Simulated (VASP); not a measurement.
# WC (Fm-3m) in VASP: a series of runs

Aim: see how the results for WC move with the level of theory and the settings. Levels: PBEsol+D3(BJ), PBEsol+D4, PBEsol. Tasks: single point.

Everything below comes from runs of VASP 6.6.1. Logs are shortened: lines on timing, memory, paths and dates and some standing lists are left out, and cuts for length are marked.

## 1. The cell of the first run

Symmetry: Fm-3m, No. 225, cubic system. The conventional cell has a = 4.324 Å, b = 4.324 Å, c = 4.324 Å, α = 90.00°, β = 90.00°, γ = 90.00°. W (site symmetry m-3m) has 6 C at 2.16 Å within 2.9 Å. Within 2.9 Å of C (site symmetry m-3m) lie 6 W at 2.16 Å.

## 2. Single point, PBEsol+D3(BJ)

INCAR reads:

```
SYSTEM = WC
  ALGO = Normal
  EDIFF = 1E-7
  ENCUT = 520
  GGA = PS
  ISIF = 2
  ISMEAR = -1
  IVDW = 12
  LASPH = .TRUE.
  LCHARG = .FALSE.
  LREAL = .FALSE.
  LWAVE = .FALSE.
  NBANDS = 16
  NELM = 100
  PREC = Accurate
  SIGMA = 0.05
```

KPOINTS reads:

```
k-points
0
G
  10 10 10
  0 0 0
```

POSCAR reads:

```
WC
1.0
    0.0000000000      2.1620981297      2.1620981297
    2.1620981297      0.0000000000      2.1620981297
    2.1620981297      2.1620981297      0.0000000000
W C
1 1
Direct
    0.0000000000      0.0000000000      0.0000000000
    0.5000000000      0.5000000000      0.5000000000
```

Potentials or basis: VASP PAW PBE potentials, release 64 (W_sv, C).

On the command line:

```bash
$ cat potpaw_PBE.64/W_sv/POTCAR potpaw_PBE.64/C/POTCAR > POTCAR
$ mpirun -np 1 vasp_std > vasp.out
```

OUTCAR:

```text
SYSTEM = WC
   EDIFF = 1E-7
   ENCUT = 520
   GGA = PS
   ISIF = 2
   ISMEAR = -1
   IVDW = 12
   LASPH = .TRUE.
   LREAL = .FALSE.
   NELM = 100
   PREC = Accurate
 IVDW          = 12

 ion  position               nearest neighbor table
   1  0.000  0.000  0.000-   2 2.16   2 2.16   2 2.16   2 2.16   2 2.16   2 2.16
   2  0.500  0.500  0.500-   1 2.16   1 2.16   1 2.16   1 2.16   1 2.16   1 2.16

  LATTYP: Found a face centered cubic cell.
 ALAT       =     4.3241962594

  Lattice vectors:

 A1 = (   0.0000000000,   2.1620981297,   2.1620981297)
 A2 = (   2.1620981297,   0.0000000000,   2.1620981297)
 A3 = (   2.1620981297,   2.1620981297,   0.0000000000)

Analysis of symmetry for initial positions (statically):
=====================================================================
 Subroutine PRICEL returns:
 Original cell was already a primitive cell.

 Routine SETGRP: Setting up the symmetry group for a
 face centered cubic supercell.

 Subroutine GETGRP returns: Found 48 space group operations
 (whereof 48 operations were pure point group operations)
 out of a pool of 48 trial point group operations.

The static configuration has the point symmetry O_h .

Analysis of symmetry for dynamics (positions and initial velocities):
=====================================================================
 Subroutine PRICEL returns:
 Original cell was already a primitive cell.

 Routine SETGRP: Setting up the symmetry group for a
 face centered cubic supercell.

 Subroutine GETGRP returns: Found 48 space group operations
 (whereof 48 operations were pure point group operations)
 out of a pool of 48 trial point group operations.

The dynamic configuration has the point symmetry O_h .

 Subroutine INISYM returns: Found 48 space group operations
 (whereof 48 operations are pure point group operations),
 and found     1 'primitive' translations

----------------------------------------------------------------------------------------

                                     Primitive cell

  volume of cell :      20.2142

  direct lattice vectors                    reciprocal lattice vectors
     0.000000000  2.162098130  2.162098130    -0.231256849  0.231256849  0.231256849
     2.162098130  0.000000000  2.162098130     0.231256849 -0.231256849  0.231256849
     2.162098130  2.162098130  0.000000000     0.231256849  0.231256849 -0.231256849

  length of vectors
     3.057668498  3.057668498  3.057668498     0.400548612  0.400548612  0.400548612

  position of ions in fractional coordinates (direct lattice)
     0.000000000  0.000000000  0.000000000
     0.500000000  0.500000000  0.500000000

  ion indices of the primitive-cell ions
   primitive index   ion index
                 1           1
                 2           2

----------------------------------------------------------------------------------------

 KPOINTS: k-points

Automatic generation of k-mesh.
 Grid dimensions read from file:
 generate k-points for:   10   10   10

 Generating k-lattice:

  Cartesian coordinates                     Fractional coordinates (reciprocal lattice)
    -0.023125685  0.023125685  0.023125685     0.100000000  0.000000000  0.000000000
     0.023125685 -0.023125685  0.023125685     0.000000000  0.100000000  0.000000000
     0.023125685  0.023125685 -0.023125685     0.000000000  0.000000000  0.100000000

  Length of vectors
     0.040054861  0.040054861  0.040054861

  Shift w.r.t. Gamma in fractional coordinates (k-lattice)
     0.000000000  0.000000000  0.000000000

 Subroutine IBZKPT returns following result:
 ===========================================

 Found     47 irreducible k-points:

 Following reciprocal coordinates:
            Coordinates               Weight
  0.000000  0.000000  0.000000      1.000000
  0.100000  0.000000  0.000000      8.000000
  0.200000  0.000000  0.000000      8.000000
  0.300000  0.000000  0.000000      8.000000
  0.400000  0.000000  0.000000      8.000000
  0.500000  0.000000  0.000000      4.000000
[... 16 lines left out ...]
  0.300000  0.300000  0.000000      6.000000
  0.400000  0.300000  0.000000     24.000000
 [... further k-points ...]
   k-points           NKPTS =     47   k-points in BZ     NKDIM =     47   number of bands    NBANDS=     16
   number of dos      NEDOS =    301   number of ions     NIONS =      2
   total plane-waves  NPLWV =  13824
   dimension x,y,z NGX =    24 NGY =   24 NGZ =   24
   dimension x,y,z NGXF=    48 NGYF=   48 NGZF=   48
   ions per type =               1   1
   NGX,Y,Z   is equivalent  to a cutoff of  13.05, 13.05, 13.05 a.u.
   NGXF,Y,Z  is equivalent  to a cutoff of  26.10, 26.10, 26.10 a.u.
 SYSTEM =  WC
   PREC   = accura    normal or accurate (medium, high low for compatibility)
   ISTART =      0    job   : 0-new  1-cont  2-samecut
   ICHARG =      2    charge: 1-file 2-atom 10-const
   ISPIN  =      1    spin polarized calculation?
   LNONCOLLINEAR =      F non collinear calculations
   LSORBIT =      F    spin-orbit coupling
   LASPH  =      T    aspherical Exc in radial PAW
   ENCUT  =  520.0 eV  38.22 Ry    6.18 a.u.   5.69  5.69  5.69*2*pi/ulx,y,z
   NELM   =    100;   NELMIN=  2; NELMDL= -5     # of ELM steps
   EDIFF  = 0.1E-06   stopping-criterion for ELM
   LREAL  =      F    real-space projection
   EDIFFG = 0.1E-05   stopping-criterion for IOM
   NSW    =      0    number of steps for IOM
   IBRION =     -1    ionic relax: 0-MD 1-quasi-New 2-CG
   NFREE  =      0    steps in history (QN), initial steepest desc. (CG)
   ISIF   =      2    stress and relaxation
   ISYM   =      2    0-nonsym 1-usesym 2-fastsym
   POTIM  = 0.5000    time-step for ionic-motion
   TEBEG  =    0.0;   TEEND  =   0.0 temperature during run
   PSTRESS=    0.0 pullay stress
   NELECT =      18.0000    total number of electrons
   NUPDOWN=      -1.0000    fix difference up-down
   EMIN   =  10.00;   EMAX   =-10.00  energy-range for DOS
   EFERMI =   0.00;   METHOD = LEGACY
   ISMEAR =    -1;   SIGMA  =   0.05  broadening in eV -4-tet -1-fermi 0-gaus
   EFERMI_NEDOS =   21; number of points for ismear=-14 and -15
   IALGO  =     38    algorithm
   IMIX   =      4    mixing-type and parameters
     AMIX     =   0.40;   BMIX     =  1.00
     AMIX_MAG =   1.60;   BMIX_MAG =  1.00
  volume/ion in A,a.u.               =      10.11        68.21
  Fermi-wavevector in a.u.,A,eV,Ry     =   1.574999  2.976316 33.750907  2.480622
  Thomas-Fermi vector in A             =   2.676049
   LORBIT       =      0    0 simple, 1 ext, 2 COOP (PROOUT), +10 PAW based schemes
   GGA     = PS    functional components
   LHFCALC =     F    Hartree Fock is set to
   AEXX    =    0.0000 exact exchange contribution
   IVDW    =    12    specifies the selected vdW correction
   LEPSILON=     F    determine dielectric tensor
   LRPA    =     F    only Hartree local field effects (RPA)
 non-spin polarized calculation
  energy-cutoff  :      520.00
  volume of cell :       20.21
 maximum number of plane-waves:       556
   NGX = 11   NGY = 11   NGZ = 11

 number of electron      17.9999999 magnetization

 Free energy of the ion-electron system (eV)
  ---------------------------------------------------
  ext. energy  EPLUGINS =         0.00000000
  ---------------------------------------------------
  free energy    TOTEN  =       -23.00739671 eV

  energy without entropy =      -23.00126060  energy(sigma->0) =      -23.00432865

 E-fermi :  12.9601     XC(G=0): -14.0767

 val. band max:       12.8648959101   @ k =   0.3000   0.2000   0.1000
 cond. band min:      12.9854344356   @ k =  -0.1000   0.1000   0.0000
 fundamental gap:      0.1205385256
 Fermi energy:        12.9601463304

 k-point     1 :       0.0000    0.0000    0.0000
  band No.  band energies     occupation
      1     -62.4345      2.00000
      2     -26.4277      2.00000
      3     -26.4277      2.00000
      4     -26.4277      2.00000
      5      -3.2486      2.00000
      6       9.9835      2.00000
[... 8 lines left out ...]
     15      22.4815      0.00000
     16      36.9231      0.00000

 k-point     2 :       0.1000    0.0000    0.0000
  band No.  band energies     occupation
      1     -62.4302      2.00000
      2     -26.4973      2.00000
      3     -26.4350      2.00000
      4     -26.4350      2.00000
      5      -2.9515      2.00000
      6       9.0521      2.00000
[... 8 lines left out ...]
     15      23.1735      0.00000
     16      34.2165      0.00000

 k-point     3 :       0.2000    0.0000    0.0000
  band No.  band energies     occupation
      1     -62.4188      2.00000
      2     -26.6756      2.00000
      3     -26.4541      2.00000
      4     -26.4541      2.00000
      5      -2.1151      2.00000
      6       7.3599      2.00000
[... 8 lines left out ...]
     15      24.7456      0.00000
     16      31.1712      0.00000

 k-point     4 :       0.3000    0.0000    0.0000
  band No.  band energies     occupation
      1     -62.4046      2.00000
      2     -26.8893      2.00000
      3     -26.4774      2.00000
      4     -26.4774      2.00000
      5      -0.8839      2.00000
      6       5.5914      2.00000
[... 8 lines left out ...]
     15      25.8396      0.00000
     16      28.8212      0.00000
[... 324 lines left out ...]
 k-point    22 :      -0.2000    0.2000    0.0000
  band No.  band energies     occupation
      1     -62.3996      2.00000
      2     -26.8511      2.00000
      3     -26.6152      2.00000
      4     -26.4705      2.00000
      5      -0.6144      2.00000
      6       5.3141      2.00000
[... 8 lines left out ...]
     15      25.9649      0.00000
     16      26.7795      0.00000

 k-point    23 :       0.3000    0.3000    0.0000
  band No.  band energies     occupation
      1     -62.3946      2.00000
      2     -26.8476      2.00000
      3     -26.5891      2.00000
      4     -26.5891      2.00000
      5      -1.0143      2.00000
      6       5.4541      2.00000
[... 8 lines left out ...]
     15      25.8973      0.00000
     16      28.7136      0.00000

 k-point    24 :       0.4000    0.3000    0.0000
  band No.  band energies     occupation
      1     -62.3854      2.00000
      2     -26.9369      2.00000
      3     -26.6363      2.00000
      4     -26.6151      2.00000
      5      -0.7021      2.00000
      6       5.6134      2.00000
[... 8 lines left out ...]
     15      24.9829      0.00000
     16      28.7433      0.00000

 [... further k-points ...]

------------------------ aborting loop because EDIFF is reached ----------------------------------------

 Edisp (eV)   -0.92330

 E8    (eV) :    -0.6361

  FORCE on cell =-STRESS in cart. coord.  units (eV):
  Direction    XX          YY          ZZ          XY          YZ          ZX
  --------------------------------------------------------------------------------------
  -------------------------------------------------------------------------------------
  Total      -0.05261    -0.05261    -0.05261     0.00000    -0.00000     0.00000
  in kB      -4.17016    -4.17016    -4.17016     0.00000    -0.00000     0.00000
  external pressure =       -4.17 kB  Pullay stress =        0.00 kB

 VOLUME and BASIS-vectors are now :
 -----------------------------------------------------------------------------
  energy-cutoff  :      520.00
  volume of cell :       20.21
      direct lattice vectors                 reciprocal lattice vectors
     0.000000000  2.162098130  2.162098130    -0.231256849  0.231256849  0.231256849
     2.162098130  0.000000000  2.162098130     0.231256849 -0.231256849  0.231256849
     2.162098130  2.162098130  0.000000000     0.231256849  0.231256849 -0.231256849

 POSITION                                       TOTAL-FORCE (eV/Angst)
 -----------------------------------------------------------------------------------
      0.00000      0.00000      0.00000         0.000000      0.000000     -0.000000
      2.16210      2.16210      2.16210         0.000000      0.000000      0.000000
 -----------------------------------------------------------------------------------
    total drift:                                0.000000     -0.000000     -0.000000

  FREE ENERGIE OF THE ION-ELECTRON SYSTEM (eV)
  ---------------------------------------------------
  free  energy   TOTEN  =       -23.9306961667 eV

  energy  without entropy=      -23.9245600506  energy(sigma->0) =      -23.92762811
```

Run time: 6.9 s. Hardware: 1 thread of AMD EPYC 9R45 (Zen 5), shared host; peak memory 0.13 GiB.

Results:

```yaml
Free_energy: -23.9307 eV
Pressure: -0.4 GPa
Band_gap_on_the_k_mesh: zero (band 9 reaches 14.05 eV, above the bottom of band 10 at 10.65 eV)
Dispersion_energy_per_atom: -0.462 eV
```

Caveat: three body term missing; the PAW data sets were made with another functional, which shifts forces and pressure a little; spin-orbit coupling is left out, which moves the levels of the heavy elements; pairwise dispersion overbinds metals, which lowers pressure and volume.

(Part 1 of 3 ends here.)
